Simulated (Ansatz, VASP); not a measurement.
## One calculation of TaN, two programs

```
Ta N
1.0
     3.02953    0.00000    0.00000
    -1.51477    2.62365    0.00000
     0.00000    0.00000    4.90684
Ta N
2 2
Cartesian
  0.0000 1.7491 0.0000
  1.5148 0.8746 2.4534
  0.0000 1.7491 1.8891
  1.5148 0.8746 4.3426
```

Change from the starting cell: volume scaled by 0.98.

Alike in both runs: task single point; functional PBEsol; k mesh 9 × 9 × 5; occupations fermi-dirac, width 0.01 eV; no spin polarisation.

|  | VASP | Ansatz |
| --- | --- | --- |
| version | VASP 6.6.1 | Ansatz 0.2.0 |
| potentials or method | VASP PAW PBE potentials, release 64 (Ta_pv, N), cutoff 520 eV | all-electron LAPW, scalar-relativistic |

```csv
,VASP,Ansatz,Ansatz less VASP
pressure (GPa),144.6,138.2,-6.42
"traceless stress, the component that is largest in VASP (GPa)",-18.29,-17.55,+0.739
rms of the force components (eV/Å),1.363,1.332,-0.0318
```

VASP's potentials were made for PBE, not for PBEsol. Atom by atom the forces differ by 0.032 eV/Å (rms over components). Both programs put the cell under a high pressure, so it lies far from rest at this level. Ansatz ran all-electron here, and VASP with PAW potentials.

Neither program's run includes spin-orbit coupling. Noted on VASP's run: the cell as given lies far from equilibrium.
